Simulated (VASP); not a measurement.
# K3AsOs (P6_3/mmc) in VASP: single point with PBE

Aim: the single point of K3AsOs with PBE.

Program: VASP 6.6.1. These are calculated values, not measurements. Logs are shortened: lines on timing, memory, paths and dates and some standing lists are left out, and cuts for length are marked.

## Step 1: The cell of the first run

Symmetry: P6_3/mmc, No. 194, hexagonal system. The conventional cell has a = 9.377 Å, b = 9.377 Å, c = 4.966 Å, α = 90.00°, β = 90.00°, γ = 120.00°. Within 4.4 Å of K (site symmetry mm2) lie 2 Os at 3.35 Å and 2 As at 3.41 Å and 6 K at 3.88 to 4.03 Å. As (site symmetry -3m) has 2 As at 2.48 Å and 6 K at 3.41 Å within 3.5 Å. Within 4.4 Å of Os (site symmetry -6m2) lie 6 K at 3.35 Å.

## Step 2: Single point, PBE

INCAR

```
SYSTEM = K3AsOs
PREC     = Accurate       ! precision mode
ENCUT    = 520            ! plane-wave cutoff, eV
EDIFF    = 1E-7           ! SCF threshold, eV
ISMEAR   = 0              ! smearing method
SIGMA    = 0.1            ! smearing width, eV
LREAL    = .FALSE.        ! projectors in reciprocal space
LASPH    = .TRUE.         ! aspherical terms in the spheres
NELM     = 80             ! most SCF steps
ALGO     = Fast           ! electronic algorithm
ISIF     = 2              ! what is computed and relaxed
LWAVE    = .FALSE.        ! write WAVECAR
LCHARG   = .FALSE.        ! write CHGCAR
GGA      = PE             ! functional
NBANDS   = 51             ! bands
```

KPOINTS

```
regular mesh
0
G
  3 3 4
  0 0 0
```

POSCAR

```
K3AsOs
1.0
    9.3765924929      0.0000000000      0.0000000000
   -4.6882962464      8.1203672998      0.0000000000
    0.0000000000      0.0000000000      4.9657163716
K As Os
6 2 2
Direct
    0.1952656972      0.3905313945      0.2500000000
    0.8047343028      0.1952656972      0.7500000000
    0.8047343028      0.6094686055      0.7500000000
    0.1952656972      0.8047343028      0.2500000000
    0.6094686055      0.8047343028      0.2500000000
    0.3905313945      0.1952656972      0.7500000000
    0.0000000000      0.0000000000      0.5000000000
    0.0000000000      0.0000000000      0.0000000000
    0.3333333333      0.6666666667      0.7500000000
    0.6666666667      0.3333333333      0.2500000000
```

Potentials or basis: VASP PAW PBE potentials, release 64 (K_sv, As, Os).

The run is started by

```bash
$ cat potpaw_PBE.64/K_sv/POTCAR potpaw_PBE.64/As/POTCAR potpaw_PBE.64/Os/POTCAR > POTCAR
$ mpirun -np 1 vasp_std > vasp.out
```

OUTCAR:

```text
SYSTEM = K3AsOs
   PREC = Accurate
   ENCUT = 520
   EDIFF = 1E-7
   ISMEAR = 0
   LREAL = .FALSE.
   LASPH = .TRUE.
   NELM = 80
   ISIF = 2
   GGA = PE

 ion  position               nearest neighbor table
   1  0.195  0.391  0.250-   9 3.35   9 3.35
   2  0.805  0.195  0.750-  10 3.35  10 3.35
   3  0.805  0.609  0.750-  10 3.35  10 3.35
   4  0.195  0.805  0.250-   9 3.35   9 3.35
   5  0.609  0.805  0.250-   9 3.35   9 3.35
   6  0.391  0.195  0.750-  10 3.35  10 3.35
   7  0.000  0.000  0.500-   8 2.48   8 2.48
   8  0.000  0.000  0.000-   7 2.48   7 2.48
   9  0.333  0.667  0.750-   4 3.35   4 3.35   1 3.35   1 3.35   5 3.35   5 3.35
  10  0.667  0.333  0.250-   2 3.35   2 3.35   3 3.35   3 3.35   6 3.35   6 3.35

  LATTYP: Found a hexagonal cell.
 ALAT       =     9.3765924929
 C/A-ratio  =     0.5295864543

  Lattice vectors:

 A1 = (   9.3765924929,   0.0000000000,   0.0000000000)
 A2 = (  -4.6882962464,   8.1203672998,   0.0000000000)
 A3 = (   0.0000000000,   0.0000000000,   4.9657163716)

Analysis of symmetry for initial positions (statically):
=====================================================================
 Subroutine PRICEL returns:
 Original cell was already a primitive cell.

 Routine SETGRP: Setting up the symmetry group for a
 hexagonal supercell.

 Subroutine GETGRP returns: Found 24 space group operations
 (whereof 12 operations were pure point group operations)
 out of a pool of 24 trial point group operations.

The static configuration has the point symmetry D_3d.
 The point group associated with its full space group is D_6h.

Analysis of symmetry for dynamics (positions and initial velocities):
=====================================================================
 Subroutine PRICEL returns:
 Original cell was already a primitive cell.

 Routine SETGRP: Setting up the symmetry group for a
 hexagonal supercell.

 Subroutine GETGRP returns: Found 24 space group operations
 (whereof 12 operations were pure point group operations)
 out of a pool of 24 trial point group operations.

The dynamic configuration has the point symmetry D_3d.
 The point group associated with its full space group is D_6h.

 Subroutine INISYM returns: Found 24 space group operations
 (whereof 12 operations are pure point group operations),
 and found     1 'primitive' translations

----------------------------------------------------------------------------------------

                                     Primitive cell

  volume of cell :     378.0965

  direct lattice vectors                    reciprocal lattice vectors
     9.376592493  0.000000000  0.000000000     0.106648551  0.061573569  0.000000000
    -4.688296246  8.120367300  0.000000000     0.000000000  0.123147139  0.000000000
     0.000000000  0.000000000  4.965716372     0.000000000  0.000000000  0.201380813

  length of vectors
     9.376592493  9.376592493  4.965716372     0.123147139  0.123147139  0.201380813

  position of ions in fractional coordinates (direct lattice)
     0.195265697  0.390531395  0.250000000
     0.804734303  0.195265697  0.750000000
     0.804734303  0.609468605  0.750000000
     0.195265697  0.804734303  0.250000000
     0.609468605  0.804734303  0.250000000
     0.390531395  0.195265697  0.750000000
     0.000000000  0.000000000  0.500000000
     0.000000000  0.000000000  0.000000000
     0.333333333  0.666666667  0.750000000
     0.666666667  0.333333333  0.250000000

  ion indices of the primitive-cell ions
   primitive index   ion index
                 1           1
                 2           2
                 3           3
                 4           4
                 5           5
                 6           6
                 7           7
                 8           8
                 9           9
                10          10

----------------------------------------------------------------------------------------

 KPOINTS: regular mesh

Automatic generation of k-mesh.
 Grid dimensions read from file:
 generate k-points for:    3    3    4

 Generating k-lattice:

  Cartesian coordinates                     Fractional coordinates (reciprocal lattice)
     0.035549517  0.020524523  0.000000000     0.333333333  0.000000000  0.000000000
     0.000000000  0.041049046  0.000000000     0.000000000  0.333333333  0.000000000
     0.000000000  0.000000000  0.050345203     0.000000000  0.000000000  0.250000000

  Length of vectors
     0.041049046  0.041049046  0.050345203

  Shift w.r.t. Gamma in fractional coordinates (k-lattice)
     0.000000000  0.000000000  0.000000000

 Subroutine IBZKPT returns following result:
 ===========================================

 Found      9 irreducible k-points:

 Following reciprocal coordinates:
            Coordinates               Weight
  0.000000  0.000000  0.000000      1.000000
  0.333333  0.000000  0.000000      6.000000
  0.333333  0.333333  0.000000      2.000000
  0.000000  0.000000  0.250000      2.000000
  0.333333  0.000000  0.250000     12.000000
  0.333333  0.333333  0.250000      4.000000
  0.000000  0.000000  0.500000      1.000000
  0.333333  0.000000  0.500000      6.000000
  0.333333  0.333333  0.500000      2.000000
   k-points           NKPTS =      9   k-points in BZ     NKDIM =      9   number of bands    NBANDS=     51
   number of dos      NEDOS =    301   number of ions     NIONS =     10
   total plane-waves  NPLWV = 196000
   dimension x,y,z NGX =    70 NGY =   70 NGZ =   40
   dimension x,y,z NGXF=   140 NGYF=  140 NGZF=   80
   ions per type =               6   2   2
   NGX,Y,Z   is equivalent  to a cutoff of  12.41, 12.41, 13.39 a.u.
   NGXF,Y,Z  is equivalent  to a cutoff of  24.82, 24.82, 26.78 a.u.
 SYSTEM =  K3AsOs
   PREC   = accura    normal or accurate (medium, high low for compatibility)
   ISTART =      0    job   : 0-new  1-cont  2-samecut
   ICHARG =      2    charge: 1-file 2-atom 10-const
   ISPIN  =      1    spin polarized calculation?
   LNONCOLLINEAR =      F non collinear calculations
   LSORBIT =      F    spin-orbit coupling
   LASPH  =      T    aspherical Exc in radial PAW
   ENCUT  =  520.0 eV  38.22 Ry    6.18 a.u.  17.43 17.43  9.23*2*pi/ulx,y,z
   NELM   =     80;   NELMIN=  2; NELMDL= -5     # of ELM steps
   EDIFF  = 0.1E-06   stopping-criterion for ELM
   LREAL  =      F    real-space projection
   EDIFFG = 0.1E-05   stopping-criterion for IOM
   NSW    =      0    number of steps for IOM
   IBRION =     -1    ionic relax: 0-MD 1-quasi-New 2-CG
   NFREE  =      0    steps in history (QN), initial steepest desc. (CG)
   ISIF   =      2    stress and relaxation
   ISYM   =      2    0-nonsym 1-usesym 2-fastsym
   POTIM  = 0.5000    time-step for ionic-motion
   TEBEG  =    0.0;   TEEND  =   0.0 temperature during run
   PSTRESS=    0.0 pullay stress
   NELECT =      80.0000    total number of electrons
   NUPDOWN=      -1.0000    fix difference up-down
   EMIN   =  10.00;   EMAX   =-10.00  energy-range for DOS
   EFERMI =   0.00;   METHOD = LEGACY
   ISMEAR =     0;   SIGMA  =   0.10  broadening in eV -4-tet -1-fermi 0-gaus
   EFERMI_NEDOS =   21; number of points for ismear=-14 and -15
   IALGO  =     68    algorithm
   IMIX   =      4    mixing-type and parameters
     AMIX     =   0.40;   BMIX     =  1.00
     AMIX_MAG =   1.60;   BMIX_MAG =  1.00
  volume/ion in A,a.u.               =      37.81       255.15
  Fermi-wavevector in a.u.,A,eV,Ry     =   0.975522  1.843470 12.947904  0.951644
  Thomas-Fermi vector in A             =   2.106069
   LORBIT       =      0    0 simple, 1 ext, 2 COOP (PROOUT), +10 PAW based schemes
   GGA     = PE    functional components
   LHFCALC =     F    Hartree Fock is set to
   AEXX    =    0.0000 exact exchange contribution
   IVDW    =     0    specifies the selected vdW correction
   LEPSILON=     F    determine dielectric tensor
   LRPA    =     F    only Hartree local field effects (RPA)
 non-spin polarized calculation
 RMM-DIIS sequential band-by-band and
 Gauss-broadening in eV      SIGMA  =   0.10
  energy-cutoff  :      520.00
  volume of cell :      378.10
 maximum number of plane-waves:     10202
 NGX is ok and might be reduce to    70
   NGX = 35   NGY = 35   NGZ = 19

 number of electron      79.9999993 magnetization

 Free energy of the ion-electron system (eV)
  ---------------------------------------------------
  ext. energy  EPLUGINS =         0.00000000
  ---------------------------------------------------
  free energy    TOTEN  =       -27.04088697 eV

  energy without entropy =      -26.77996925  energy(sigma->0) =      -26.91042811

 E-fermi :   0.8166     XC(G=0):  -7.5193

 val. band max:        0.8160917957   @ k =   0.3333   0.0000   0.5000
 cond. band min:       0.8173053637   @ k =   0.0000   0.0000   0.2500
 fundamental gap:      0.0012135681
 Fermi energy:         0.8166081602

 k-point     1 :       0.0000    0.0000    0.0000
  band No.  band energies     occupation
      1     -29.9523      2.00000
      2     -29.9348      2.00000
      3     -29.9348      2.00000
      4     -29.9317      2.00000
      5     -29.9248      2.00000
      6     -29.9248      2.00000
[... 43 lines left out ...]
     50       4.3974      0.00000
     51       4.7410      0.00000

 k-point     2 :       0.3333    0.0000    0.0000
  band No.  band energies     occupation
      1     -29.9489      2.00000
      2     -29.9399      2.00000
      3     -29.9349      2.00000
      4     -29.9334      2.00000
      5     -29.9247      2.00000
      6     -29.9213      2.00000
[... 43 lines left out ...]
     50       4.5697      0.00000
     51       4.6693      0.00000

 k-point     3 :       0.3333    0.3333    0.0000
  band No.  band energies     occupation
      1     -29.9437      2.00000
      2     -29.9437      2.00000
      3     -29.9401      2.00000
      4     -29.9279      2.00000
      5     -29.9279      2.00000
      6     -29.9198      2.00000
[... 43 lines left out ...]
     50       4.3612      0.00000
     51       4.5408      0.00000

 k-point     4 :       0.0000    0.0000    0.2500
  band No.  band energies     occupation
      1     -29.9488      2.00000
      2     -29.9343      2.00000
      3     -29.9331      2.00000
      4     -29.9331      2.00000
      5     -29.9260      2.00000
      6     -29.9260      2.00000
[... 43 lines left out ...]
     50       4.3973      0.00000
     51       4.7944      0.00000

 k-point     5 :       0.3333    0.0000    0.2500
  band No.  band energies     occupation
      1     -29.9462      2.00000
      2     -29.9388      2.00000
      3     -29.9334      2.00000
      4     -29.9331      2.00000
      5     -29.9259      2.00000
      6     -29.9237      2.00000
[... 43 lines left out ...]
     50       4.4513      0.00000
     51       4.7488      0.00000

 k-point     6 :       0.3333    0.3333    0.2500
  band No.  band energies     occupation
      1     -29.9424      2.00000
      2     -29.9424      2.00000
      3     -29.9369      2.00000
      4     -29.9285      2.00000
      5     -29.9285      2.00000
      6     -29.9225      2.00000
[... 43 lines left out ...]
     50       4.4094      0.00000
     51       4.6105      0.00000

 k-point     7 :       0.0000    0.0000    0.5000
  band No.  band energies     occupation
      1     -29.9410      2.00000
      2     -29.9410      2.00000
      3     -29.9293      2.00000
      4     -29.9293      2.00000
      5     -29.9293      2.00000
      6     -29.9293      2.00000
[... 43 lines left out ...]
     50       2.9054      0.00000
     51       4.6417      0.00000

 k-point     8 :       0.3333    0.0000    0.5000
  band No.  band energies     occupation
      1     -29.9409      2.00000
      2     -29.9409      2.00000
      3     -29.9294      2.00000
      4     -29.9294      2.00000
      5     -29.9293      2.00000
      6     -29.9293      2.00000
[... 43 lines left out ...]
     50       3.1393      0.00000
     51       4.4225      0.00000

 k-point     9 :       0.3333    0.3333    0.5000
  band No.  band energies     occupation
      1     -29.9409      2.00000
      2     -29.9409      2.00000
      3     -29.9295      2.00000
      4     -29.9295      2.00000
      5     -29.9293      2.00000
      6     -29.9293      2.00000
[... 43 lines left out ...]
     50       3.2306      0.00000
     51       4.8098      0.00000

------------------------ aborting loop because EDIFF is reached ----------------------------------------

  FORCE on cell =-STRESS in cart. coord.  units (eV):
  Direction    XX          YY          ZZ          XY          YZ          ZX
  --------------------------------------------------------------------------------------
  -------------------------------------------------------------------------------------
  Total        0.2661163      0.2661163      0.7454980      0.0000000      0.0000000     -0.0000000
  in kB        1.1276634      1.1276634      3.1590350      0.0000000      0.0000000     -0.0000000
  external PRESSURE =       1.8047872 kB  Pullay stress =       0.0000000 kB

 VOLUME and BASIS-vectors are now :
 -----------------------------------------------------------------------------
  energy-cutoff  :      520.00
  volume of cell :      378.10
      direct lattice vectors                 reciprocal lattice vectors
     9.376592493  0.000000000  0.000000000     0.106648551  0.061573569  0.000000000
    -4.688296246  8.120367300  0.000000000     0.000000000  0.123147139  0.000000000
     0.000000000  0.000000000  4.965716372     0.000000000  0.000000000  0.201380813

 POSITION                                       TOTAL-FORCE (eV/Angst)
 -----------------------------------------------------------------------------------
     -0.00000      3.17126      1.24143         0.000000      0.028687      0.000000
      6.63020      1.58563      3.72429        -0.024844      0.014344      0.000000
      4.68830      4.94911      3.72429        -0.000000     -0.028687     -0.000000
     -1.94191      6.53474      1.24143         0.024844     -0.014344     -0.000000
      1.94191      6.53474      1.24143        -0.024844     -0.014344     -0.000000
      2.74639      1.58563      3.72429         0.024844      0.014344     -0.000000
      0.00000      0.00000      2.48286        -0.000000     -0.000000     -0.000000
      0.00000      0.00000      0.00000        -0.000000     -0.000000     -0.000000
     -0.00000      5.41358      3.72429        -0.000000     -0.000000      0.000000
      4.68830      2.70679      1.24143        -0.000000     -0.000000     -0.000000
 -----------------------------------------------------------------------------------
    total drift:                                0.000000      0.000000      0.000000

  FREE ENERGIE OF THE ION-ELECTRON SYSTEM (eV)
  ---------------------------------------------------
  free  energy   TOTEN  =       -27.0408869738 eV

  energy  without entropy=      -26.7799692460  energy(sigma->0) =      -26.91042811
```

It took 11 min on 1 thread of Intel Xeon Platinum 8375C at 2.90GHz (Ice Lake), shared host; peak memory 0.55 GiB.

What came out:

```yaml
Free_energy: -27.0409 eV
Pressure: 0.2 GPa
Largest_force: 0.029 eV/Å
Band_gap_on_the_k_mesh: zero (bands 40 and 41 overlap by 0.02 eV)
```

Forces on the atoms (eV/Å):
```
K    0.000  0.029  0.000
K   -0.025  0.014  0.000
K    0.000 -0.029  0.000
K    0.025 -0.014  0.000
K   -0.025 -0.014  0.000
K    0.025  0.014  0.000
As   0.000  0.000  0.000
As   0.000  0.000  0.000
Os   0.000  0.000  0.000
Os   0.000  0.000  0.000
```

Caveat: spin-orbit coupling is left out, which moves the levels of the heavy elements.
